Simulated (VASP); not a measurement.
Input of a VASP 6.6.1 run:

INCAR

```
ALGO     = Fast           # electronic algorithm
EDIFF    = 1E-6           # SCF threshold, eV
ENCUT    = 520            # plane-wave cutoff, eV
ISIF     = 2              # what is computed and relaxed
ISMEAR   = 1              # smearing method
LASPH    = True           # aspherical terms in the spheres
LCHARG   = False          # write CHGCAR
LREAL    = False          # projectors in reciprocal space
LWAVE    = False          # write WAVECAR
NBANDS   = 12             # bands
NELM     = 60             # most SCF steps
PREC     = Accurate       # precision mode
SIGMA    = 0.02           # smearing width, eV
```

File KPOINTS:

```
k-points
0
Gamma
  22 22 22
```

The input POSCAR:

```
Ta
1.0
   -1.4711972949      1.4711972949      2.0802729750
    1.4711972949     -1.4711972949      2.0802729750
    1.4711972949      1.4711972949     -2.0802729750
Ta
1
Direct
    0.0000000000      0.0000000000      0.0000000000
```

Potentials or basis: VASP PAW LDA potentials, release 64 (Ta_pv).

Launch:

```bash
$ cat potpaw_LDA.64/Ta_pv/POTCAR > POTCAR
$ mpirun -np 1 vasp_std > vasp.out
```

Q: Estimate the pressure.

A: -2.4 GPa.
